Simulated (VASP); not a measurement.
Runs of VASP 6.6.1 on Li. The structure is that of space group Fd-3m (No. 227), or close to it. The cells are those of the table. 

```tsv
task	cell	k mesh for the DOS	occupations for the DOS	gap on the mesh (eV)
single point	a = 3.192 Å, angles 60.0°, 2 atoms	-	-	0.22
single point	a = 3.069 Å, angles 60.0°, 2 atoms	-	-	0.27
single point	a = 3.413 Å, angles 60.0°, 2 atoms	-	-	0.14
single point	a = 3.946 Å, angles 60.0°, 2 atoms	-	-	(a)
```

Alike in all rows: level PBE; potentials or basis VASP PAW PBE potentials, release 64 (Li_sv); no spin polarisation; k mesh 11 × 11 × 11; cutoff (eV) 520; smearing fermi-dirac 0.05 eV.

Fill in the values left out.

(a) none.

A k mesh can miss the band edges.
